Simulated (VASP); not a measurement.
A run of VASP 6.6.1 is set up as follows.

File INCAR:

```
SYSTEM = Pb
  PREC = Accurate
  ENCUT = 520
  EDIFF = 1E-7
  ISMEAR = -1
  SIGMA = 0.05
  LREAL = .FALSE.
  LASPH = .TRUE.
  NELM = 60
  ALGO = Normal
  ISIF = 2
  LWAVE = .FALSE.
  LCHARG = .FALSE.
  GGA = PS
  NBANDS = 21
```

File KPOINTS:

```
Automatic mesh
0
G
  9 9 5
  0 0 0
```

File POSCAR:

```
Pb
1.0
    3.1833044487      0.0000000000      0.0000000000
   -1.5916522244      2.7568225206      0.0000000000
    0.0000000000      0.0000000000      5.3816488533
Pb
2
Direct
    0.6666666667      0.3333333333      0.7500000000
    0.3333333333      0.6666666667      0.2500000000
```

Potentials or basis: VASP PAW PBE potentials, release 64 (Pb_d).

The run is started by

```bash
$ cat potpaw_PBE.64/Pb_d/POTCAR > POTCAR
$ mpirun -np 1 vasp_std > vasp.out
```

(1) Estimate the band gap on the k mesh.

(2) Predict the pressure.

Answers

(1) zero (band 14 reaches 17.86 eV, above the bottom of band 15 at 7.65 eV).

(2) 19.9 GPa.

Caveat: the PAW data sets were made with another functional, which shifts forces and pressure a little; spin-orbit coupling is left out, which moves the levels of the heavy elements.
